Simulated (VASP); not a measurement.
A run of VASP 6.6.1 is set up as follows.

INCAR

```
PREC = Accurate
ENCUT = 600
EDIFF = 1E-6
ISMEAR = 0
SIGMA = 0.1
LREAL = F
LASPH = T
NELM = 100
ALGO = Normal
ISIF = 3
LWAVE = F
LCHARG = F
GGA = PE
IVDW = 12
IBRION = 2
NSW = 100
EDIFFG = -0.005
```

Contents of KPOINTS:

```
regular mesh
0
Gamma
  18 18 18
```

The input POSCAR:

```
I
1.0
   -1.6174560000      1.6174560000      4.2648080000
    1.6174560000     -1.6174560000      4.2648080000
    1.6174560000      1.6174560000     -4.2648080000
I
1
Direct
    0.0000000000      0.0000000000      0.0000000000
```

Potentials or basis: VASP PAW PBE potentials, release 64 (I).

Launch:

```bash
$ cat potpaw_PBE.64/I/POTCAR > POTCAR
$ mpirun -np 1 vasp_std > vasp.out
```

Predict the space group after relaxing (to 0.05 Å).

I4/mmm (No. 139).

Estimate the relaxed volume.

37.59 Å³/atom.

Final structure:
```
CELL_PARAMETERS angstrom
-1.59867 1.59867 3.67712
1.59867 -1.59867 3.67712
1.59867 1.59867 -3.67712
ATOMIC_POSITIONS crystal
I 0.00000 0.00000 0.00000
```

Caveat: the volume moved by over 15 % at a fixed basis, so the end points are rough; an odd number of electrons without spin polarisation forces a metal; a magnetic or distorted state may lie lower; pairwise dispersion overbinds metals, which lowers pressure and volume.
